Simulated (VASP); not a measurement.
# Al7N8 (a cell with a defect) in VASP: notebook

Al7N8 (a cell with a defect) is run at these levels: PBE; tasks: single point.

All numbers are computed with VASP 6.6.1; they aren't measurements. Logs are shortened: lines on timing, memory, paths and dates and some standing lists are left out, and cuts for length are marked.

## (1) The cell of the first run

The cell holds a defect, 15 atoms: a = 5.018 Å, b = 6.260 Å, c = 6.260 Å, α = 120.00°, β = 90.00°, γ = 90.00°.

## (2) Single point, PBE, collinear spin (atoms taken out, then relaxed in part)

INCAR

```
ALGO = Normal ; EDIFF = 1E-7
ENCUT = 520 ; GGA = PE
ISIF = 2 ; ISMEAR = 0
ISPIN = 2 ; LASPH = True
LCHARG = False ; LORBIT = 11
LREAL = Auto ; LWAVE = False
MAGMOM = 0 0 0 0 0 0 0 0.25 0 0 0 0.25 0.25 0 0.25 ; NBANDS = 48
NELM = 150 ; PREC = Accurate
SIGMA = 0.01
```

KPOINTS

```
k-points
0
Gamma
  2 2 2
```

POSCAR

```
Al7N8
1.0
    0.0000000000      0.0000000000      5.0179604226
   -3.1302455678      5.4217443637      0.0000000000
   -3.1302455678     -5.4217443637      0.0000000000
Al N
7 8
Direct
    1.0002061949      0.6444757398      0.3214719167
    1.0002395068      0.1772384968      0.8542860056
    1.0142368794      0.6914753219      0.8072078313
    0.4959450047      0.8191390177      0.1522771369
    0.5006867714      0.3279841983      0.1706849952
    0.4955663724      0.8435085528      0.6551775553
    0.4959328419      0.3464100319      0.6795797911
    0.4687532515      0.1574220994      0.3412833687
    0.3729178050      0.6617656843      0.3264793021
    0.3729468729      0.1722159632      0.8369411333
    0.3760891141      0.6784909278      0.8201794135
    0.8508135794      0.6960690751      0.0721699057
    0.8732625948      0.3230535948      0.1756900431
    0.8746839720      0.8509892476      0.6477364970
    0.8507787678      0.4265727256      0.8027489206
```

Potentials or basis: VASP PAW PBE potentials, release 64 (Al, N).

On the command line:

```sh
cat potpaw_PBE.64/Al/POTCAR potpaw_PBE.64/N/POTCAR > POTCAR
mpirun -np 1 vasp_std > vasp.out
```

OUTCAR:

```text
EDIFF = 1E-7
   ENCUT = 520
   GGA = PE
   ISIF = 2
   ISMEAR = 0
   ISPIN = 2
   LASPH = True
   LORBIT = 11
   LREAL = Auto
   NELM = 150
   PREC = Accurate

 ion  position               nearest neighbor table
   1  0.000  0.644  0.321-  13 1.86   9 1.87  14 1.90  12 1.90   3 2.91   2 2.92   5 3.04   5 3.04
                             6 3.08   4 3.11   6 3.12   4 3.14   2 3.34
   2  0.000  0.177  0.854-  13 1.86  10 1.87  14 1.90  15 1.90   3 2.91   1 2.92   5 3.04   5 3.04
                             6 3.08   7 3.11   6 3.12   7 3.14   1 3.34
   3  0.014  0.691  0.807-  11 1.82  12 1.84  15 1.84  14 1.87   2 2.91   1 2.91   6 2.92   7 3.07
                             4 3.07   6 3.08   4 3.22   7 3.22
   4  0.496  0.819  0.152-   8 1.84   9 1.90  11 1.90  12 1.91   7 2.96   3 3.07   6 3.07   1 3.11
                             5 3.13   5 3.13   1 3.14   6 3.19   3 3.22   7 3.30
   5  0.501  0.328  0.171-   8 1.86  13 1.87  10 1.92   9 1.92   2 3.04   1 3.04   2 3.04   1 3.04
                             4 3.13   7 3.13   7 3.13   4 3.13   6 3.13   6 3.13
   6  0.496  0.844  0.655-  11 1.89   9 1.89  10 1.89  14 1.90   3 2.92   7 3.07   4 3.07   3 3.08
                             2 3.08   1 3.08   1 3.12   2 3.12   5 3.13   5 3.13   4 3.19   7 3.19
   7  0.496  0.346  0.680-   8 1.84  10 1.90  11 1.90  15 1.91   4 2.96   3 3.07   6 3.07   2 3.11
                             5 3.13   5 3.13   2 3.14   6 3.19   3 3.22   4 3.30
   8  0.469  0.157  0.341-   4 1.84   7 1.84   5 1.86
   9  0.373  0.662  0.326-   1 1.87   6 1.89   4 1.90   5 1.92
  10  0.373  0.172  0.837-   2 1.87   6 1.89   7 1.90   5 1.92
  11  0.376  0.678  0.820-   3 1.82   6 1.89   7 1.90   4 1.90
  12  0.851  0.696  0.072-  15 1.69   3 1.84   1 1.90   4 1.91
  13  0.873  0.323  0.176-   2 1.86   1 1.86   5 1.87
  14  0.875  0.851  0.648-   3 1.87   1 1.90   2 1.90   6 1.90
  15  0.851  0.427  0.803-  12 1.69   3 1.84   2 1.90   7 1.91

  LATTYP: Found a hexagonal cell.
 ALAT       =     6.2604911357
 C/A-ratio  =     0.8015282370

  Lattice vectors:

 A1 = (  -3.1302455678,   5.4217443637,   0.0000000000)
 A2 = (  -3.1302455678,  -5.4217443637,   0.0000000000)
 A3 = (   0.0000000000,   0.0000000000,   5.0179604226)

Analysis of symmetry for initial positions (statically):
=====================================================================
 Subroutine PRICEL returns:
 Original cell was already a primitive cell.

 Routine SETGRP: Setting up the symmetry group for a
 hexagonal supercell.

 Subroutine GETGRP returns: Found  1 space group operations
[... 563 lines left out ...]
      1     -11.3199      1.00000
      2      -9.4421      1.00000
      3      -8.3723      1.00000
      4      -8.2562      1.00000
      5      -8.1212      1.00000
      6      -7.3338      1.00000
[... 349 lines left out ...]
     41      13.4341      0.00000
     42      13.4650      0.00000
 [bands above 42 left out]

------------------------ aborting loop because EDIFF is reached ----------------------------------------

  FORCE on cell =-STRESS in cart. coord.  units (eV):
  Direction    XX          YY          ZZ          XY          YZ          ZX
  --------------------------------------------------------------------------------------
  -------------------------------------------------------------------------------------
  Total       -0.9581287      4.9544133      8.5251435      0.0009356      1.8473083      0.0009245
  in kB       -9.0128004     46.6045309     80.1932119      0.0088009     17.3770194      0.0086966
  external PRESSURE =      39.2616475 kB  Pullay stress =       0.0000000 kB

 VOLUME and BASIS-vectors are now :
 -----------------------------------------------------------------------------
  energy-cutoff  :      520.00
  volume of cell :      170.32
      direct lattice vectors                 reciprocal lattice vectors
     0.000000000  0.000000000  5.017960423     0.000000000  0.000000000  0.199284154
    -3.130245568  5.421744364  0.000000000    -0.159731877  0.092221242  0.000000000
    -3.130245568 -5.421744364  0.000000000    -0.159731877 -0.092221242  0.000000000

 POSITION                                       TOTAL-FORCE (eV/Angst)
 -----------------------------------------------------------------------------------
     -3.02365      1.75124      0.00103        -0.004893      0.005726      0.003146
     -3.22893     -3.67078      0.00120         0.002993      0.005518      0.001556
     -4.69125     -0.62747      0.07144         0.001311      0.008320      0.001289
     -3.04077      3.61555      2.48863        -0.005363     -0.003758      0.003306
     -1.56096      0.85284      2.51243        -0.001827      0.001536     -0.002680
     -4.69126      1.02108      2.48673         0.000063     -0.000317      0.001129
     -3.21160     -1.80636      2.48857         0.004293     -0.001285      0.008067
     -1.56107     -0.99685      2.35219        -0.000260     -0.003251     -0.002322
     -3.09345      1.81784      1.87129         0.003664     -0.000457     -0.001127
     -3.15891     -3.60397      1.87143        -0.001514     -0.002119     -0.004204
     -4.69121     -0.76820      1.88720        -0.000764      0.001406      0.002390
     -2.40478      3.38262      4.26935        -0.025034     -0.007468     -0.007748
     -1.56119      0.79897      4.38200         0.000214      0.007335      0.003372
     -4.69138      1.10198      4.38913         0.000248     -0.006305     -0.000783
     -3.84808     -2.03953      4.26917         0.026870     -0.004881     -0.005391
 -----------------------------------------------------------------------------------
    total drift:                               -0.003520      0.006208     -0.001543

  FREE ENERGIE OF THE ION-ELECTRON SYSTEM (eV)
  ---------------------------------------------------
  free  energy   TOTEN  =      -107.0020005733 eV

  energy  without entropy=     -107.0020005733  energy(sigma->0) =     -107.00200057

 total charge

# of ion       s       p       d       tot
------------------------------------------
    1        0.373   0.449   0.000   0.822
    2        0.373   0.449   0.000   0.822
    3        0.379   0.477   0.000   0.856
    4        0.368   0.441   0.000   0.809
    5        0.367   0.438   0.000   0.804
    6        0.366   0.440   0.000   0.806
    7        0.368   0.441   0.000   0.809
    8        1.241   2.532   0.000   3.773
    9        1.222   2.637   0.000   3.859
   10        1.222   2.638   0.000   3.859
   11        1.223   2.656   0.000   3.879
   12        1.250   2.513   0.000   3.763
   13        1.247   2.507   0.000   3.754
   14        1.222   2.634   0.000   3.857
   15        1.250   2.513   0.000   3.762
--------------------------------------------------
tot         12.472  23.764   0.000  36.236

 magnetization (x)

# of ion       s       p       d       tot
------------------------------------------
    1        0.000   0.003   0.000   0.003
    2        0.000   0.003   0.000   0.003
    3        0.001   0.001   0.000   0.003
    4       -0.001  -0.001   0.000  -0.003
    5       -0.002  -0.004   0.000  -0.006
    6        0.000   0.000   0.000   0.000
    7       -0.001  -0.001   0.000  -0.003
    8        0.008   0.253   0.000   0.261
    9       -0.000   0.006   0.000   0.005
   10       -0.000   0.006   0.000   0.005
   11        0.000   0.003   0.000   0.003
   12        0.001   0.025   0.000   0.026
   13        0.021   0.336   0.000   0.357
   14       -0.000   0.002   0.000   0.002
   15        0.001   0.025   0.000   0.026
--------------------------------------------------
tot          0.028   0.656   0.000   0.685
```

stdout:

```text
POSCAR found type information on POSCAR AlN
 POSCAR found :  2 types and      15 ions
 scaLAPACK will be used
 LDA part: xc-table for (Slater+PW92), standard interpolation
 POSCAR, INCAR and KPOINTS ok, starting setup
 FFT: planning ... GRIDC
 FFT: planning ... GRID_SOFT
 FFT: planning ... GRID
 WAVECAR not read
 entering main loop
```

It took 2.9 min on 1 thread of AMD EPYC 9R45 (Zen 5), shared host; peak memory 0.35 GiB.

What came out:

- Free energy: -107.0020 eV
- Pressure: 3.9 GPa
- Largest force: 0.028 eV/Å
- Band gap on the k mesh: 0.60 eV
- Net moment: 1.00 μB per cell
- Site moments: Al +0.00, -0.00, -0.01 (each value once); N +0.26, +0.01, +0.00, +0.03, +0.36 (each value once) μB
- Valence electrons inside the program's atomic spheres: Al 0.82, 0.86, 0.81, 0.80 (each value once); N 3.77, 3.86, 3.88, 3.76, 3.75 (each value once)

Forces in eV/Å, atoms in the order of the input:
```
Al  -0.005  0.006  0.003
Al   0.003  0.006  0.002
Al   0.001  0.008  0.001
Al  -0.005 -0.004  0.003
Al  -0.002  0.002 -0.003
Al   0.000  0.000  0.001
Al   0.004 -0.001  0.008
N    0.000 -0.003 -0.002
N    0.004  0.000 -0.001
N   -0.002 -0.002 -0.004
N   -0.001  0.001  0.002
N   -0.025 -0.007 -0.008
N    0.000  0.007  0.003
N    0.000 -0.006 -0.001
N    0.027 -0.005 -0.005
```

Caveat: the k points lie up to 0.63 Å⁻¹ apart; the cell differs from its parent crystal (atoms taken out, then relaxed in part); semilocal functionals underestimate gaps, and a narrow one can read as zero.

## (3) Single point, PBE, collinear spin (atoms taken out, then relaxed in part)

INCAR

```
PREC = Accurate ; ENCUT = 520
EDIFF = 1E-7 ; ISMEAR = 0
SIGMA = 0.01 ; LREAL = Auto
LASPH = True ; NELM = 150
ALGO = Normal ; ISIF = 2
LWAVE = False ; LCHARG = False
ISPIN = 2 ; MAGMOM = 0 0 0 0 0 0 0 0.5 0 0 0 0.5 0.5 0 0.5
LORBIT = 11 ; GGA = PE
NBANDS = 48 ; NELECT = 62.0
```

KPOINTS

```
regular mesh
0
Gamma
  2 2 2
```

POSCAR

```
Al7N8
1.0
    0.0000000000      0.0000000000      5.0179604226
   -3.1302455678      5.4217443637      0.0000000000
   -3.1302455678     -5.4217443637      0.0000000000
Al N
7 8
Direct
    1.0008368870      0.6359212187      0.3113441434
    1.0008326452      0.1869916156      0.8624125015
    1.0137758311      0.6950666094      0.8032777924
    0.4921759640      0.8225487317      0.1566687751
    0.5155726229      0.3185942809      0.1797424424
    0.4970248828      0.8445607284      0.6537706318
    0.4921812471      0.3416515910      0.6757693947
    0.4400539223      0.1514008868      0.3469225075
    0.3769547512      0.6561346691      0.3255905280
    0.3769523328      0.1727403544      0.8421964287
    0.3758063105      0.6787521703      0.8195719620
    0.8496292911      0.7012337791      0.0677905032
    0.8850030856      0.3205574675      0.1777842071
    0.8773076747      0.8551659610      0.6431657164
    0.8496385331      0.4305338162      0.7970804266
```

Potentials or basis: VASP PAW PBE potentials, release 64 (Al, N).

On the command line:

```sh
cat potpaw_PBE.64/Al/POTCAR potpaw_PBE.64/N/POTCAR > POTCAR
mpirun -np 1 vasp_std > vasp.out
```

Run time: 2.8 min. Hardware: 1 thread of AMD EPYC 9R45 (Zen 5), shared host; peak memory 0.35 GiB.

Results (log left out):

```
Free energy                                           : -101.0612 eV
Largest force                                         : 0.034 eV/Å
Net moment                                            : 0.00 μB per cell
Valence electrons inside the program's atomic spheres : Al 0.84, 0.87, 0.83, 0.81, 0.82 (each value once); N 3.84, 3.86, 3.88, 3.77, 3.85 (each value once)
```

Forces in eV/Å, atoms in the order of the input:
```
Al  -0.011  0.008  0.004
Al   0.010  0.007  0.004
Al  -0.002  0.001 -0.002
Al   0.007 -0.001  0.006
Al  -0.002  0.003 -0.012
Al   0.000 -0.001  0.010
Al  -0.008 -0.002  0.003
N    0.001  0.004  0.003
N    0.002  0.001 -0.003
N    0.000  0.001 -0.003
N    0.001 -0.001  0.003
N   -0.030 -0.010 -0.005
N    0.001  0.002 -0.007
N    0.001 -0.002  0.006
N    0.032 -0.010 -0.006
```

Levels at points of the mesh, in eV from the Fermi level:
Spin up:
```csv
k point,band 29,band 30,band 31,band 32,band 33,band 34
"(0.00, 0.00, 0.00)",-1.49,-1.02,-0.54,2.70,2.84,4.19
"(0.50, 0.00, 0.00)",-1.81,-1.44,-0.11,2.56,3.77,3.89
"(0.00, 0.50, 0.00)",-1.68,-0.86,-0.60,2.33,4.24,4.70
"(0.00, 0.00, 0.50)",-1.68,-0.86,-0.60,2.33,4.24,4.70
"(0.00, 0.50, 0.50)",-1.60,-0.90,-0.68,3.00,3.86,4.38
"(0.50, 0.50, 0.00)",-1.65,-1.49,-0.16,2.64,4.36,4.81
"(0.50, 0.00, 0.50)",-1.65,-1.49,-0.16,2.64,4.36,4.81
"(0.50, 0.50, 0.50)",-1.60,-1.36,-0.33,2.82,4.25,4.56
```
Spin down:
```
           k point  band 29  band 30  band 31  band 32  band 33  band 34
(0.00, 0.00, 0.00)    -1.49    -1.02    -0.54     2.70     2.84     4.19
(0.50, 0.00, 0.00)    -1.81    -1.44    -0.11     2.56     3.77     3.89
(0.00, 0.50, 0.00)    -1.68    -0.86    -0.60     2.33     4.24     4.70
(0.00, 0.00, 0.50)    -1.68    -0.86    -0.60     2.33     4.24     4.70
(0.00, 0.50, 0.50)    -1.60    -0.90    -0.68     3.00     3.86     4.38
(0.50, 0.50, 0.00)    -1.65    -1.49    -0.16     2.64     4.36     4.81
(0.50, 0.00, 0.50)    -1.65    -1.49    -0.16     2.64     4.36     4.81
(0.50, 0.50, 0.50)    -1.60    -1.36    -0.33     2.82     4.25     4.56
```

Caveat: the k points lie up to 0.63 Å⁻¹ apart; the cell carries a net charge on a neutralising background, which shifts energy and pressure; the cell differs from its parent crystal (atoms taken out, then relaxed in part); the cell is charged against a uniform background, so pressure and absolute levels hang on convention.
